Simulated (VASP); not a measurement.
## Al: single point with PBE+D3(BJ)

Al:

```
Al
1.0
     2.81478    0.00000    0.00000
    -1.40739    2.43767    0.00000
     0.00000    0.00000    9.14938
Al
4
Direct
  0.00000 0.00000 0.00000
  0.33333 0.66667 0.25000
  0.00000 0.00000 0.50000
  0.66667 0.33333 0.75000
```

This cell differs from its parent crystal: strain along c alone, the other axes held: -1.0 %.

```yaml
Program: VASP 6.6.1
Task: single point
Functional: PBE
Dispersion: D3(BJ)
Potentials_or_basis: VASP PAW PBE potentials, release 64 (Al)
Cutoff: 520 eV
k_mesh: 21 × 21 × 6
Occupations: gaussian, width 0.1 eV
Spin: no spin polarisation
```

```yaml
Pressure: 0.8 GPa
Band_gap_on_the_k_mesh: zero (band 6 reaches 12.58 eV, above the bottom of band 7 at 6.91 eV)
Dispersion_energy_per_atom: -0.354 eV
```

Stress tensor (GPa, compression positive):
```
0.33 0.00 0.00
0.00 0.33 0.00
0.00 0.00 1.81
```

Levels at points of the mesh, in eV from the Fermi level:
| k point | band 4 | band 5 | band 6 | band 7 | band 8 | band 9 |
| --- | --- | --- | --- | --- | --- | --- |
| (0.00, 0.00, 0.00) | -4.78 | -4.40 | 3.62 | 3.63 | 10.97 | 10.97 |
| (0.00, 0.00, 0.50) | -7.58 | -0.84 | -0.84 | 8.64 | 8.64 | 11.31 |

It took 57 s on 1 thread of Intel(R) Xeon(R) 6975P-C (Granite Rapids), on a shared host, peak memory 0.27 GiB.

Caveat: the cell differs from its parent crystal (strain along c alone, the other axes held: -1.0 %); pairwise dispersion overbinds metals, which lowers pressure and volume.
